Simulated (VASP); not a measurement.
Write the native input for VASP 6.6.1 that does the following.

| Property | Result |
| --- | --- |
| Task | single point |
| Functional | PBE |
| Potentials or basis | VASP PAW PBE potentials, release 64 (Te) |
| Cutoff | 520 eV |
| k mesh | 9 × 6 × 3 |
| Occupations | fermi-dirac, width 0.05 eV |
| Spin | no spin polarisation |
| Dipole correction | no |
| Further INCAR settings | ALGO = Normal; EDIFF = 1e-06; NBANDS = 20 |

The structure of Te lies in POSCAR:

```
Te
1.0
    3.1097564944      0.0000000000      0.0000000000
    0.0000000000      4.7110754436      0.0000000000
    0.0000000000      0.0000000000      8.9253050554
Te
4
Direct
    0.5000000000      0.0125320000      0.5091860000
    0.5000000000      0.9874680000      0.0091860000
    0.5000000000      0.4547290000      0.2608140000
    0.5000000000      0.5452710000      0.7608140000
```

One way to write it, as run:

INCAR

```
SYSTEM = Te
PREC     = Accurate       ! precision mode
ENCUT    = 520            ! plane-wave cutoff, eV
EDIFF    = 1E-6           ! SCF threshold, eV
ISMEAR   = -1             ! smearing method
SIGMA    = 0.05           ! smearing width, eV
LREAL    = .FALSE.        ! projectors in reciprocal space
LASPH    = .TRUE.         ! aspherical terms in the spheres
NELM     = 60             ! most SCF steps
ALGO     = Normal         ! electronic algorithm
ISIF     = 2              ! what is computed and relaxed
LWAVE    = .FALSE.        ! write WAVECAR
LCHARG   = .TRUE.         ! write CHGCAR
GGA      = PE             ! functional
LELF     = .TRUE.         ! ELF
LVHAR    = .TRUE.       
NBANDS   = 20             ! bands
```

KPOINTS

```
Automatic mesh
0
G
  9 6 3
  0 0 0
```

Potentials or basis: VASP PAW PBE potentials, release 64 (Te).

Command:

```console
$ cat potpaw_PBE.64/Te/POTCAR > POTCAR
$ mpirun -np 1 vasp_std > vasp.out
```

Results of the run:

* Pressure: 1.1 GPa
* Largest force: 0.103 eV/Å
* Band gap on the k mesh: zero (bands 12 and 13 overlap by 3.58 eV)

Caveat: spin-orbit coupling is left out, which moves the levels of the heavy elements.

Run time: 120 s on 1 thread of Intel Xeon 8259CL (shared host), peak memory 0.27 GiB.
